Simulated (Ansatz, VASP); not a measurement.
Two plane-wave programs on C

```
CELL_PARAMETERS angstrom
2.42297 0.00000 0.00000
-1.21149 2.09836 0.00000
0.00000 0.00000 8.40860
ATOMIC_POSITIONS crystal
C 0.66667 0.33333 0.00000
C 0.33333 0.66667 0.00000
```

Alike in both runs: task single point; functional PBE0; k mesh 8 × 8 × 2; occupations fermi-dirac, width 0.05 eV; no spin polarisation.

|  | VASP | Ansatz |
| --- | --- | --- |
| version | VASP 6.6.1 | Ansatz 0.2.0 |
| potentials or method | VASP PAW PBE potentials, release 64 (C) | Ansatz PAW |
| plane-wave cutoff (eV) | 520 | 420 |
| valence electrons in the cell | 8 | 8 |

Ansatz gave:

| Quantity | Value |
| --- | --- |
| gap on the k mesh at the Fermi level (eV) | 3.10 |
| least direct gap on the mesh (eV) | 3.10 |

Task: Estimate VASP's values.

Result: gap on the k mesh at the Fermi level (eV): 3.15; least direct gap on the mesh (eV): 3.15.

With one functional, cell and mesh, what is left measures potentials, basis and numerics.
